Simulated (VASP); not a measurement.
Input of a VASP 6.6.1 run:

Contents of INCAR:

```
SYSTEM = SnAs2
  PREC = Accurate
  ENCUT = 520
  EDIFF = 1E-7
  ISMEAR = 0
  SIGMA = 0.1
  LREAL = .FALSE.
  LASPH = .TRUE.
  NELM = 80
  ALGO = Fast
  ISIF = 2
  LWAVE = .FALSE.
  LCHARG = .FALSE.
  GGA = PE
  NBANDS = 19
```

The input KPOINTS:

```
regular mesh
0
G
  18 18 18
  0 0 0
```

File POSCAR:

```
SnAs2
1.0
   -1.7870436810      1.7870436810      5.3097462895
    1.7870436810     -1.7870436810      5.3097462895
    1.7870436810      1.7870436810     -5.3097462895
Sn As
1 2
Direct
    0.0000000000      0.0000000000      0.0000000000
    0.3006020051      0.3006020051      0.0000000000
    0.6993979949      0.6993979949      0.0000000000
```

Potentials or basis: VASP PAW PBE potentials, release 64 (Sn_d, As).

The run is started by

```sh
$ cat potpaw_PBE.64/Sn_d/POTCAR potpaw_PBE.64/As/POTCAR > POTCAR
$ mpirun -np 1 vasp_std > vasp.out
```

Q: Estimate the pressure.

A: 0.1 GPa.

Q: What does it give for the largest force?

A: 0.012 eV/Å.

Q: What does it give for the band gap on the k mesh?

A: Zero (bands 12 and 13 overlap by 3.37 eV).

Forces on the atoms (eV/Å):
```
Sn   0.000  0.000  0.000
As   0.000  0.000  0.012
As   0.000  0.000 -0.012
```

Caveat: spin-orbit coupling is left out, which moves the levels of the heavy elements.
